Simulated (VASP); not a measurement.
# Ge4H in VASP: further runs

Runs on Ge4H. Level: PBE+D3(BJ). Tasks: single point.

All numbers are computed with VASP 6.6.1; they aren't measurements. Logs are shortened: lines on timing, memory, paths and dates and some standing lists are left out, and cuts for length are marked.

## 1. The cell of the first run

The cell holds a slab with vacuum, 5 atoms: a = 4.030 Å, b = 4.030 Å, c = 21.642 Å, α = 90.00°, β = 90.00°, γ = 90.00°.

## 2. Single point, PBE+D3(BJ)

The input, INCAR:

```
SYSTEM = Ge4H
PREC = Accurate ; ENCUT = 520
EDIFF = 1E-6 ; ISMEAR = 0
SIGMA = 0.1 ; LREAL = .FALSE.
LASPH = .TRUE. ; NELM = 100
ALGO = Normal ; ISIF = 2
LWAVE = .FALSE. ; LCHARG = .FALSE.
LDIPOL = .TRUE. ; IDIPOL = 3
DIPOL = 0.5 0.5 0.336 ; GGA = PE
IVDW = 12 ; NBANDS = 36
```

The input, KPOINTS:

```
regular mesh
0
G
  7 7 1
  0 0 0
```

The input, POSCAR:

```
Ge4H
1.0
    4.0303587907      0.0000000000      0.0000000000
    0.0000000000      4.0303587907      0.0000000000
    0.0000000000      0.0000000000     21.6416627718
Ge H
4 1
Direct
    0.0000000000      0.5000000000      0.1848286817
    0.0000000000      0.0000000000      0.2506714513
    0.5000000000      0.0000000000      0.3196569899
    0.5000000000      0.5000000000      0.3854446333
    0.8750000000      1.0000000000      0.5379282957
```

Potentials or basis: VASP PAW PBE potentials, release 64 (Ge_d, H).

Started as:

```sh
$ cat potpaw_PBE.64/Ge_d/POTCAR potpaw_PBE.64/H/POTCAR > POTCAR
$ mpirun -np 1 vasp_std > vasp.out
```

OUTCAR:

```text
SYSTEM = Ge4H
   PREC = Accurate
   ENCUT = 520
   EDIFF = 1E-6
   ISMEAR = 0
   LREAL = .FALSE.
   LASPH = .TRUE.
   NELM = 100
   ISIF = 2
   GGA = PE
   IVDW = 12
 IVDW          = 12

 ion  position               nearest neighbor table
   1  0.000  0.500  0.185-   2 2.47   2 2.47
   2  0.000  0.000  0.251-   1 2.47   1 2.47   3 2.51   3 2.51
   3  0.500  0.000  0.320-   4 2.47   4 2.47   2 2.51   2 2.51
   4  0.500  0.500  0.385-   3 2.47   3 2.47
   5  0.875  0.000  0.538-

  LATTYP: Found a simple tetragonal cell.
 ALAT       =     4.0303587907
 C/A-ratio  =     5.3696615849

  Lattice vectors:

 A1 = (   4.0303587907,   0.0000000000,   0.0000000000)
 A2 = (   0.0000000000,   4.0303587907,   0.0000000000)
 A3 = (   0.0000000000,   0.0000000000,  21.6416627718)

Analysis of symmetry for initial positions (statically):
=====================================================================
 Subroutine PRICEL returns:
 Original cell was already a primitive cell.

 Routine SETGRP: Setting up the symmetry group for a
 simple tetragonal supercell.

 Subroutine GETGRP returns: Found  2 space group operations
 (whereof  2 operations were pure point group operations)
 out of a pool of 16 trial point group operations.

The static configuration has the point symmetry C_1h.

Analysis of symmetry for dynamics (positions and initial velocities):
=====================================================================
 Subroutine PRICEL returns:
 Original cell was already a primitive cell.

 Routine SETGRP: Setting up the symmetry group for a
 simple tetragonal supercell.

 Subroutine GETGRP returns: Found  2 space group operations
 (whereof  2 operations were pure point group operations)
 out of a pool of 16 trial point group operations.

The dynamic configuration has the point symmetry C_1h.

 Subroutine INISYM returns: Found  2 space group operations
 (whereof  2 operations are pure point group operations),
 and found     1 'primitive' translations

----------------------------------------------------------------------------------------

                                     Primitive cell

  volume of cell :     351.5427

  direct lattice vectors                    reciprocal lattice vectors
     4.030358791  0.000000000  0.000000000     0.248116868  0.000000000  0.000000000
     0.000000000  4.030358791  0.000000000     0.000000000  0.248116868  0.000000000
     0.000000000  0.000000000 21.641662772     0.000000000  0.000000000  0.046207170

  length of vectors
     4.030358791  4.030358791 21.641662772     0.248116868  0.248116868  0.046207170

  position of ions in fractional coordinates (direct lattice)
     0.000000000  0.500000000  0.184828682
     0.000000000  0.000000000  0.250671451
     0.500000000  0.000000000  0.319656990
     0.500000000  0.500000000  0.385444633
     0.875000000  0.000000000  0.537928296

  ion indices of the primitive-cell ions
   primitive index   ion index
                 1           1
                 2           2
                 3           3
                 4           4
                 5           5

----------------------------------------------------------------------------------------

 KPOINTS: regular mesh

Automatic generation of k-mesh.
 Grid dimensions read from file:
 generate k-points for:    7    7    1

 Generating k-lattice:

  Cartesian coordinates                     Fractional coordinates (reciprocal lattice)
     0.035445267  0.000000000  0.000000000     0.142857143  0.000000000  0.000000000
     0.000000000  0.035445267  0.000000000     0.000000000  0.142857143  0.000000000
     0.000000000  0.000000000  0.046207170     0.000000000  0.000000000  1.000000000

  Length of vectors
     0.035445267  0.035445267  0.046207170

  Shift w.r.t. Gamma in fractional coordinates (k-lattice)
     0.000000000  0.000000000  0.000000000

 Subroutine IBZKPT returns following result:
 ===========================================

 Found     16 irreducible k-points:

 Following reciprocal coordinates:
            Coordinates               Weight
  0.000000  0.000000  0.000000      1.000000
  0.142857  0.000000  0.000000      2.000000
  0.000000  0.142857  0.000000      2.000000
  0.285714  0.000000  0.000000      2.000000
  0.000000  0.285714  0.000000      2.000000
  0.428571  0.000000  0.000000      2.000000
[... 8 lines left out ...]
 -0.285714  0.428571  0.000000      4.000000
  0.428571  0.428571  0.000000      4.000000
   k-points           NKPTS =     16   k-points in BZ     NKDIM =     16   number of bands    NBANDS=     36
   number of dos      NEDOS =    301   number of ions     NIONS =      5
   total plane-waves  NPLWV = 145800
   dimension x,y,z NGX =    30 NGY =   30 NGZ =  162
   dimension x,y,z NGXF=    60 NGYF=   60 NGZF=  324
   ions per type =               4   1
   NGX,Y,Z   is equivalent  to a cutoff of  12.37, 12.37, 12.44 a.u.
   NGXF,Y,Z  is equivalent  to a cutoff of  24.75, 24.75, 24.89 a.u.
 SYSTEM =  Ge4H
   PREC   = accura    normal or accurate (medium, high low for compatibility)
   ISTART =      0    job   : 0-new  1-cont  2-samecut
   ICHARG =      2    charge: 1-file 2-atom 10-const
   ISPIN  =      1    spin polarized calculation?
   LNONCOLLINEAR =      F non collinear calculations
   LSORBIT =      F    spin-orbit coupling
   LASPH  =      T    aspherical Exc in radial PAW
   ENCUT  =  520.0 eV  38.22 Ry    6.18 a.u.   7.49  7.49 40.24*2*pi/ulx,y,z
   NELM   =    100;   NELMIN=  2; NELMDL= -5     # of ELM steps
   EDIFF  = 0.1E-05   stopping-criterion for ELM
   LREAL  =      F    real-space projection
   EDIFFG = 0.1E-04   stopping-criterion for IOM
   NSW    =      0    number of steps for IOM
   IBRION =     -1    ionic relax: 0-MD 1-quasi-New 2-CG
   NFREE  =      0    steps in history (QN), initial steepest desc. (CG)
   ISIF   =      2    stress and relaxation
   ISYM   =      2    0-nonsym 1-usesym 2-fastsym
   POTIM  = 0.5000    time-step for ionic-motion
   TEBEG  =    0.0;   TEEND  =   0.0 temperature during run
   PSTRESS=    0.0 pullay stress
   NELECT =      57.0000    total number of electrons
   NUPDOWN=      -1.0000    fix difference up-down
   EMIN   =  10.00;   EMAX   =-10.00  energy-range for DOS
   EFERMI =   0.00;   METHOD = LEGACY
   ISMEAR =     0;   SIGMA  =   0.10  broadening in eV -4-tet -1-fermi 0-gaus
   EFERMI_NEDOS =   21; number of points for ismear=-14 and -15
   IALGO  =     38    algorithm
   IMIX   =      4    mixing-type and parameters
     AMIX     =   0.40;   BMIX     =  1.00
     AMIX_MAG =   1.60;   BMIX_MAG =  1.00
  volume/ion in A,a.u.               =      70.31       474.47
  Fermi-wavevector in a.u.,A,eV,Ry     =   0.892703  1.686964 10.842742  0.796919
  Thomas-Fermi vector in A             =   2.014686
   LORBIT       =      0    0 simple, 1 ext, 2 COOP (PROOUT), +10 PAW based schemes
   GGA     = PE    functional components
   LHFCALC =     F    Hartree Fock is set to
   AEXX    =    0.0000 exact exchange contribution
   IVDW    =    12    specifies the selected vdW correction
   LEPSILON=     F    determine dielectric tensor
   LRPA    =     F    only Hartree local field effects (RPA)
 non-spin polarized calculation
 Gauss-broadening in eV      SIGMA  =   0.10
  energy-cutoff  :      520.00
  volume of cell :      351.54
 maximum number of plane-waves:      9517
 NGX is ok and might be reduce to    30
   NGX = 15   NGY = 15   NGZ = 81

 dipolmoment           0.000000      0.000000     -0.000002 electrons x Angstroem

 number of electron      56.9999905 magnetization

 dipolmoment           0.000000      0.000000      0.147329 electrons x Angstroem

 Free energy of the ion-electron system (eV)
  ---------------------------------------------------
  ext. energy  EPLUGINS =         0.00000000
  ---------------------------------------------------
  free energy    TOTEN  =       -15.75696438 eV

  energy without entropy =      -15.72105419  energy(sigma->0) =      -15.73900928

 E-fermi :  -3.0068     XC(G=0):  -3.8582

 val. band max:       -3.0237356081   @ k =   0.4286   0.2857   0.0000
 cond. band min:      -2.9895810186   @ k =   0.0000   0.4286   0.0000
 fundamental gap:      0.0341545895
 Fermi energy:        -3.0067846137

 k-point     1 :       0.0000    0.0000    0.0000
  band No.  band energies     occupation
      1     -27.3863      2.00000
      2     -27.3424      2.00000
      3     -27.3171      2.00000
      4     -27.3090      2.00000
      5     -27.2865      2.00000
      6     -27.2466      2.00000
[... 28 lines left out ...]
     35       1.5963      0.00000
     36       1.7340      0.00000

 k-point     2 :       0.1429    0.0000    0.0000
  band No.  band energies     occupation
      1     -27.3857      2.00000
      2     -27.3426      2.00000
      3     -27.3173      2.00000
      4     -27.3091      2.00000
      5     -27.2862      2.00000
      6     -27.2465      2.00000
[... 28 lines left out ...]
     35       1.6919      0.00000
     36       1.8892      0.00000

 k-point     3 :       0.0000    0.1429    0.0000
  band No.  band energies     occupation
      1     -27.3869      2.00000
      2     -27.3432      2.00000
      3     -27.3176      2.00000
      4     -27.3090      2.00000
      5     -27.2882      2.00000
      6     -27.2418      2.00000
[... 28 lines left out ...]
     35       1.1090      0.00000
     36       2.0675      0.00000
[... 430 lines left out ...]
 k-point    15 :      -0.2857    0.4286    0.0000
  band No.  band energies     occupation
      1     -27.3881      2.00000
      2     -27.3466      2.00000
      3     -27.3202      2.00000
      4     -27.2938      2.00000
      5     -27.2928      2.00000
      6     -27.2462      2.00000
[... 28 lines left out ...]
     35       2.2229      0.00000
     36       3.3207      0.00000

 k-point    16 :       0.4286    0.4286    0.0000
  band No.  band energies     occupation
      1     -27.3870      2.00000
      2     -27.3470      2.00000
      3     -27.3202      2.00000
      4     -27.2946      2.00000
      5     -27.2919      2.00000
      6     -27.2465      2.00000
[... 28 lines left out ...]
     35       1.9975      0.00000
     36       3.2343      0.00000

------------------------ aborting loop because EDIFF is reached ----------------------------------------

 vacuum level on the upper side and lower side of the slab       (xc-potential included)         0.641        -0.971

 Edisp (eV)   -0.87937

 E8    (eV) :    -0.4062

  FORCE on cell =-STRESS in cart. coord.  units (eV):
  Direction    XX          YY          ZZ          XY          YZ          ZX
  --------------------------------------------------------------------------------------
  -------------------------------------------------------------------------------------
  Total      -2.59718    -0.57721    -0.74484     0.00000     0.00000    -0.09042
  in kB     -11.83680    -2.63067    -3.39466     0.00000     0.00000    -0.41208
  external pressure =       -5.95 kB  Pullay stress =        0.00 kB

 VOLUME and BASIS-vectors are now :
 -----------------------------------------------------------------------------
  energy-cutoff  :      520.00
  volume of cell :      351.54
      direct lattice vectors                 reciprocal lattice vectors
     4.030358791  0.000000000  0.000000000     0.248116868  0.000000000  0.000000000
     0.000000000  4.030358791  0.000000000     0.000000000  0.248116868  0.000000000
     0.000000000  0.000000000 21.641662772     0.000000000  0.000000000  0.046207170

 POSITION                                       TOTAL-FORCE (eV/Angst)
 -----------------------------------------------------------------------------------
      0.00000      2.01518      4.00000        -0.012373      0.000000     -0.065224
      0.00000      0.00000      5.42495         0.023589      0.000000      0.081464
      2.01518      0.00000      6.91791        -0.007150      0.000000     -0.002582
      2.01518      2.01518      8.34166         0.021814      0.000000      0.212383
      3.52656      0.00000     11.64166        -0.025880      0.000000     -0.226042
 -----------------------------------------------------------------------------------
    total drift:                               -0.000034      0.000000     -0.001944

  FREE ENERGIE OF THE ION-ELECTRON SYSTEM (eV)
  ---------------------------------------------------
  free  energy   TOTEN  =       -16.6363320418 eV

  energy  without entropy=      -16.6004218524  energy(sigma->0) =      -16.61837695

 vacuum level on the upper side and lower side of the slab         3.433         1.789
```

Wall time 9.9 min (1 thread of Intel Xeon 8259CL, shared host); peak memory 0.48 GiB.

Results:

- Free energy: -16.6363 eV
- Largest force: 0.228 eV/Å
- Band gap on the k mesh: zero (an odd number of electrons rules out a gap without spin polarisation)
- Dispersion energy per atom: -0.176 eV

Forces on the atoms (eV/Å):
```
Ge  -0.012  0.000 -0.065
Ge   0.024  0.000  0.081
Ge  -0.007  0.000 -0.003
Ge   0.022  0.000  0.212
H   -0.026  0.000 -0.226
```

## 3. Single point, PBE+D3(BJ)

The input, INCAR:

```
PREC = Accurate
ENCUT = 520
EDIFF = 1E-7
ISMEAR = 0
SIGMA = 0.1
LREAL = False
LASPH = True
NELM = 100
ALGO = Normal
ISIF = 2
LWAVE = False
LCHARG = False
LDIPOL = True
IDIPOL = 3
DIPOL = 0.5 0.5 0.336
GGA = PE
IVDW = 12
NBANDS = 36
```

The input, KPOINTS:

```
Automatic mesh
0
Gamma
  7 7 1
```

Edit POSCAR of step 2 so:

```diff
@@ -12,2 +12,2 @@
     0.5000000000      0.5000000000      0.3854446333
-    0.8750000000      1.0000000000      0.5379282957
+    1.0000000000      0.8750000000      0.5379282957
```

Potentials or basis: VASP PAW PBE potentials, release 64 (Ge_d, H).

Started as:

```sh
$ cat potpaw_PBE.64/Ge_d/POTCAR potpaw_PBE.64/H/POTCAR > POTCAR
$ mpirun -np 1 vasp_std > vasp.out
```

OUTCAR:

```text
PREC = Accurate
   ENCUT = 520
   EDIFF = 1E-7
   ISMEAR = 0
   LREAL = False
   LASPH = True
   NELM = 100
   ISIF = 2
   GGA = PE
   IVDW = 12
 IVDW          = 12

 ion  position               nearest neighbor table
   1  0.000  0.500  0.185-   2 2.47   2 2.47
   2  0.000  0.000  0.251-   1 2.47   1 2.47   3 2.51   3 2.51
   3  0.500  0.000  0.320-   4 2.47   4 2.47   2 2.51   2 2.51
   4  0.500  0.500  0.385-   3 2.47   3 2.47
   5  0.000  0.875  0.538-

  LATTYP: Found a simple tetragonal cell.
 ALAT       =     4.0303587907
 C/A-ratio  =     5.3696615849

  Lattice vectors:

[... 822 lines left out ...]
  -------------------------------------------------------------------------------------
  Total      -2.65097    -0.49413    -0.87192     0.00000    -0.28180     0.00000
  in kB     -12.08194    -2.25203    -3.97384     0.00000    -1.28431     0.00000
  external pressure =       -6.10 kB  Pullay stress =        0.00 kB

 VOLUME and BASIS-vectors are now :
 -----------------------------------------------------------------------------
  energy-cutoff  :      520.00
  volume of cell :      351.54
      direct lattice vectors                 reciprocal lattice vectors
     4.030358791  0.000000000  0.000000000     0.248116868  0.000000000  0.000000000
     0.000000000  4.030358791  0.000000000     0.000000000  0.248116868  0.000000000
     0.000000000  0.000000000 21.641662772     0.000000000  0.000000000  0.046207170

 POSITION                                       TOTAL-FORCE (eV/Angst)
 -----------------------------------------------------------------------------------
      0.00000      2.01518      4.00000         0.000000      0.003486     -0.068871
      0.00000      0.00000      5.42495         0.000000      0.018550      0.096088
      2.01518      0.00000      6.91791         0.000000     -0.033694     -0.000865
      2.01518      2.01518      8.34166         0.000000      0.090589      0.231547
      0.00000      3.52656     11.64166         0.000000     -0.078931     -0.257898
 -----------------------------------------------------------------------------------
    total drift:                                0.000000     -0.000014     -0.000770

  FREE ENERGIE OF THE ION-ELECTRON SYSTEM (eV)
  ---------------------------------------------------
  free  energy   TOTEN  =       -16.6508702624 eV

  energy  without entropy=      -16.6198088190  energy(sigma->0) =      -16.63533954

 vacuum level on the upper side and lower side of the slab         3.477         1.843
```

OSZICAR:

```text
N       E                     dE             d eps       ncg     rms          rms(c)
DAV:   1     0.441095408616E+03    0.44110E+03   -0.29570E+04  1392   0.231E+03
DAV:   2     0.494825264078E+02   -0.39161E+03   -0.38556E+03  1400   0.545E+02
DAV:   3    -0.135118409793E+02   -0.62994E+02   -0.62667E+02  1620   0.177E+02
DAV:   4    -0.163134217470E+02   -0.28016E+01   -0.27957E+01  1336   0.453E+01
[... 19 lines left out ...]
DAV:  24    -0.157715470081E+02   -0.16944E-05   -0.10308E-07   916   0.624E-03    0.221E-03
DAV:  25    -0.157715475819E+02   -0.57380E-06   -0.28314E-07   868   0.397E-03    0.262E-04
DAV:  26    -0.157715477838E+02   -0.20187E-06   -0.22646E-08   832   0.151E-03    0.175E-04
DAV:  27    -0.157715478984E+02   -0.11463E-06   -0.37105E-09   780   0.174E-03    0.104E-04
DAV:  28    -0.157715479788E+02   -0.80381E-07   -0.27938E-09   752   0.911E-04
   1 F= -.16650870E+02 E0= -.16635340E+02  d E =-.310614E-01
```

stdout:

```text
POSCAR found type information on POSCAR GeH
 POSCAR found :  2 types and       5 ions
 scaLAPACK will be used
 LDA part: xc-table for (Slater+PW92), standard interpolation
 POSCAR, INCAR and KPOINTS ok, starting setup
 FFT: planning ... GRIDC
 FFT: planning ... GRID_SOFT
 FFT: planning ... GRID
 WAVECAR not read
 entering main loop
```

It took 11 min on 1 thread of Intel Xeon 8259CL, shared host; peak memory 0.48 GiB.

Results:

```yaml
Free_energy: -16.6509 eV
Largest_force: 0.270 eV/Å
Band_gap_on_the_k_mesh: zero (an odd number of electrons rules out a gap without spin polarisation)
Dispersion_energy_per_atom: -0.176 eV
```

Forces in eV/Å, atoms in the order of the input:
```
Ge   0.000  0.003 -0.069
Ge   0.000  0.019  0.096
Ge   0.000 -0.034 -0.001
Ge   0.000  0.091  0.232
H    0.000 -0.079 -0.258
```
